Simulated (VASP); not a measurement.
# O (R-3m) in VASP: notebook, part 2 of 2

VASP 6.6.1. The steps go on from the part before.

**3. Single point, PBE**

INCAR

```
ALGO = Normal ; EDIFF = 1E-6
ENCUT = 520 ; GGA = PE
ISIF = 2 ; ISMEAR = 0
LASPH = T ; LCHARG = T
LELF = T ; LREAL = F
LVHAR = T ; LWAVE = F
NBANDS = 13 ; NELM = 80
PREC = Accurate ; SIGMA = 0.2
```

KPOINTS

```
k-points
0
Gamma
  11 11 11
```

POSCAR

```
O
1.0
    1.4233490221      0.8217709410      3.4083000000
   -1.4233490221      0.8217709410      3.4083000000
    0.0000000000     -1.6435418821      3.4083000000
O
2
Direct
    0.0577000000      0.0577000000      0.0577000000
    0.9423000000      0.9423000000      0.9423000000
```

Potentials or basis: VASP PAW PBE potentials, release 64 (O).

Started as:

```sh
$ cat potpaw_PBE.64/O/POTCAR > POTCAR
$ mpirun -np 1 vasp_std > vasp.out
```

OUTCAR:

```text
EDIFF = 1E-6
   ENCUT = 520
   GGA = PE
   ISIF = 2
   ISMEAR = 0
   LASPH = T
   LREAL = F
   NELM = 80
   PREC = Accurate

 ion  position               nearest neighbor table
   1  0.058  0.058  0.058-   2 1.18
   2  0.942  0.942  0.942-   1 1.18

  LATTYP: Found a trigonal (rhomboedric) cell.
 ALAT       =     3.7838788046
 COS(alpha) =     0.7170052526

  Lattice vectors:

 A1 = (   1.4233490221,   0.8217709410,   3.4083000000)
 A2 = (  -1.4233490221,   0.8217709410,   3.4083000000)
 A3 = (   0.0000000000,  -1.6435418821,   3.4083000000)

Analysis of symmetry for initial positions (statically):
=====================================================================
 Subroutine PRICEL returns:
 Original cell was already a primitive cell.

 Routine SETGRP: Setting up the symmetry group for a
 trigonal (rhombohedral) supercell.

 Subroutine GETGRP returns: Found 12 space group operations
 (whereof 12 operations were pure point group operations)
 out of a pool of 12 trial point group operations.

The static configuration has the point symmetry D_3d.

Analysis of symmetry for dynamics (positions and initial velocities):
=====================================================================
 Subroutine PRICEL returns:
 Original cell was already a primitive cell.

 Routine SETGRP: Setting up the symmetry group for a
 trigonal (rhombohedral) supercell.

 Subroutine GETGRP returns: Found 12 space group operations
 (whereof 12 operations were pure point group operations)
 out of a pool of 12 trial point group operations.

The dynamic configuration has the point symmetry D_3d.

 Subroutine INISYM returns: Found 12 space group operations
 (whereof 12 operations are pure point group operations),
 and found     1 'primitive' translations

----------------------------------------------------------------------------------------
[... 115 lines left out ...]
  Fermi-wavevector in a.u.,A,eV,Ry     =   1.300823  2.458199 23.022964  1.692140
  Thomas-Fermi vector in A             =   2.431997
   LORBIT       =      0    0 simple, 1 ext, 2 COOP (PROOUT), +10 PAW based schemes
   GGA     = PE    functional components
   LHFCALC =     F    Hartree Fock is set to
   AEXX    =    0.0000 exact exchange contribution
   IVDW    =     0    specifies the selected vdW correction
   LEPSILON=     F    determine dielectric tensor
   LRPA    =     F    only Hartree local field effects (RPA)
 non-spin polarized calculation
 Gauss-broadening in eV      SIGMA  =   0.20
  energy-cutoff  :      520.00
  volume of cell :       23.92
 maximum number of plane-waves:       654
   NGX = 15   NGY = 15   NGZ = 15

 number of electron      11.9999999 magnetization

 Free energy of the ion-electron system (eV)
  ---------------------------------------------------
  ext. energy  EPLUGINS =         0.00000000
  ---------------------------------------------------
  free energy    TOTEN  =        -9.31097017 eV

  energy without entropy =       -9.27128918  energy(sigma->0) =       -9.29112967

 E-fermi :   0.4137     XC(G=0):  -9.1949

 val. band max:        0.4133421881   @ k =  -0.4545   0.0909  -0.0000
 cond. band min:       0.4307106228   @ k =  -0.3636   0.3636   0.0909
 fundamental gap:      0.0173684347
 Fermi energy:         0.4136960348

 k-point     1 :       0.0000    0.0000    0.0000
  band No.  band energies     occupation
      1     -27.7398      2.00000
      2     -13.4286      2.00000
      3      -8.7109      2.00000
      4      -6.1514      2.00000
      5      -6.1514      2.00000
      6       0.9941      0.00004
      7       0.9941      0.00004
      8       8.7275      0.00000
      9      12.1615      0.00000
     10      15.4605      0.00000
     11      19.1347      0.00000
     12      21.7518      0.00000
     13      21.7518      0.00000
[... 354 lines left out ...]
  band No.  band energies     occupation
      1     -27.4969      2.00000
      2     -13.2537      2.00000
      3      -8.5120      2.00000
      4      -6.9884      2.00000
      5      -6.6210      2.00000
      6       0.0127      1.99542
      7       0.5798      0.24011
      8      11.1066      0.00000
      9      11.9480      0.00000
     10      16.3716      0.00000
     11      16.7933      0.00000
     12      19.5217      0.00000
     13      20.8508      0.00000

 [... further k-points ...]
[... 5 lines left out ...]
  --------------------------------------------------------------------------------------
  -------------------------------------------------------------------------------------
  Total       -0.8758976     -0.8758976      6.0620826      0.0000000     -0.0000000      0.0000000
  in kB      -58.6695374    -58.6695374    406.0515560      0.0000000     -0.0000000      0.0000000
  external PRESSURE =      96.2374937 kB  Pullay stress =       0.0000000 kB

 VOLUME and BASIS-vectors are now :
 -----------------------------------------------------------------------------
  energy-cutoff  :      520.00
  volume of cell :       23.92
      direct lattice vectors                 reciprocal lattice vectors
     1.423349022  0.821770941  3.408300000     0.351284184  0.202814018  0.097800467
    -1.423349022  0.821770941  3.408300000    -0.351284184  0.202814018  0.097800467
     0.000000000 -1.643541882  3.408300000     0.000000000 -0.405628037  0.097800467

 POSITION                                       TOTAL-FORCE (eV/Angst)
 -----------------------------------------------------------------------------------
      0.00000     -0.00000      0.58998         0.000000     -0.000000      4.303706
      0.00000     -0.00000      9.63492         0.000000      0.000000     -4.303706
 -----------------------------------------------------------------------------------
    total drift:                                0.000000     -0.000000      0.000000

  FREE ENERGIE OF THE ION-ELECTRON SYSTEM (eV)
  ---------------------------------------------------
  free  energy   TOTEN  =        -9.3109701688 eV

  energy  without entropy=       -9.2712891768  energy(sigma->0) =       -9.29112967
```

OSZICAR:

```text
N       E                     dE             d eps       ncg     rms          rms(c)
DAV:   1     0.374495491748E+02    0.37450E+02   -0.63505E+03  3865   0.846E+02
DAV:   2    -0.830147075839E+01   -0.45751E+02   -0.44191E+02  4861   0.184E+02
DAV:   3    -0.963301385728E+01   -0.13315E+01   -0.13053E+01  4336   0.285E+01
DAV:   4    -0.963683844408E+01   -0.38246E-02   -0.38245E-02  4316   0.185E+00
DAV:   5    -0.963685314014E+01   -0.14696E-04   -0.14696E-04  4382   0.107E-01    0.462E+00
DAV:   6    -0.936920931927E+01    0.26764E+00   -0.24066E-01  4236   0.447E+00    0.242E+00
DAV:   7    -0.930862699541E+01    0.60582E-01   -0.21585E-01  4491   0.411E+00    0.491E-01
DAV:   8    -0.931090699812E+01   -0.22800E-02   -0.15376E-02  3896   0.104E+00    0.887E-02
DAV:   9    -0.931096083519E+01   -0.53837E-04   -0.16218E-04  4511   0.115E-01    0.268E-02
DAV:  10    -0.931096941991E+01   -0.85847E-05   -0.22763E-05  3926   0.465E-02    0.770E-03
DAV:  11    -0.931097059289E+01   -0.11730E-05   -0.42279E-06  4181   0.184E-02    0.486E-03
DAV:  12    -0.931097016885E+01    0.42404E-06   -0.74191E-07  2226   0.802E-03
   1 F= -.93109702E+01 E0= -.92911297E+01  d E =-.396810E-01
```

Wall time 40 s (1 thread of Intel Xeon Platinum 8488C (Sapphire Rapids), shared host); peak memory 0.16 GiB.

Results:

```yaml
Free_energy: -9.3110 eV
Pressure: 9.6 GPa
Largest_force: 4.304 eV/Å
Band_gap_on_the_k_mesh: zero (band 6 reaches 1.23 eV, above the bottom of band 7 at 0.03 eV)
```

Forces in eV/Å, atoms in the order of the input:
```
O    0.000  0.000  4.304
O    0.000  0.000 -4.304
```

Caveat: the standard files for N, O and F lose accuracy on very short bonds; spin is off for a triplet molecule; forces of over 1 eV/Å act on the atoms, so gaps and moduli don't describe the material at rest.

**4. Single point, PBE**

INCAR

```
SYSTEM = O
  PREC = Accurate
  ENCUT = 520
  EDIFF = 1E-6
  ISMEAR = -5
  SIGMA = 0.1
  LREAL = .FALSE.
  LASPH = .TRUE.
  NELM = 100
  ALGO = Normal
  ISIF = 2
  LWAVE = .FALSE.
  LCHARG = .FALSE.
  GGA = PE
  NBANDS = 13
```

KPOINTS

```
Automatic mesh
0
G
  11 11 11
  0 0 0
```

POSCAR is that of step 3.

Started as:

```sh
$ cat potpaw_PBE.64/O/POTCAR > POTCAR
$ mpirun -np 1 vasp_std > vasp.out
```

Run time: 42 s. Hardware: 1 thread of Intel Xeon Platinum 8488C (Sapphire Rapids), shared host; peak memory 0.16 GiB.

It converged, with:

* Free energy: -9.2911 eV
* Pressure: 9.4 GPa
* Largest force: 4.291 eV/Å
* Band gap on the k mesh: zero (band 6 reaches 1.23 eV, above the bottom of band 7 at 0.02 eV)

Forces on the atoms (eV/Å):
```
O    0.000  0.000  4.291
O    0.000  0.000 -4.291
```

Stress tensor (GPa, compression positive):
```
-6.27  0.00  0.00
 0.00 -6.27  0.00
 0.00  0.00 40.71
```

Levels at points of the mesh, in eV from the Fermi level:
| k point | band 4 | band 5 | band 6 | band 7 | band 8 | band 9 |
| --- | --- | --- | --- | --- | --- | --- |
| (0.00, 0.00, 0.00) | -6.59 | -6.59 | 0.56 | 0.56 | 8.29 | 11.72 |

Caveat: the standard files for N, O and F lose accuracy on very short bonds; spin is off for a triplet molecule; forces of over 1 eV/Å act on the atoms, so gaps and moduli don't describe the material at rest; tetrahedron occupations give inexact forces and stress in metals.

**5. The runs side by side**

| smearing | gap on the mesh (eV) | pressure (GPa) | largest force (eV/Å) |
| --- | --- | --- | --- |
| fermi-dirac 0.01 eV | none | 9.4 | 4.28 |
| gaussian 0.2 eV | none | 9.6 | 4.30 |
| tetrahedron | none | 9.4 | 4.29 |

Alike in all rows: task single point; level PBE; potentials or basis VASP PAW PBE potentials, release 64 (O); no spin polarisation; cell as given; k mesh 11 × 11 × 11; cutoff (eV) 520.

Every run on the cell as given and a fine mesh finds a metal.

Caveats: the standard files for N, O and F lose accuracy on very short bonds; spin is off for a triplet molecule; forces of over 1 eV/Å act on the atoms, so gaps and moduli don't describe the material at rest; tetrahedron occupations give inexact forces and stress in metals (some runs).

Total energies depend on the potentials used, so only differences within one code and one set of settings carry meaning.
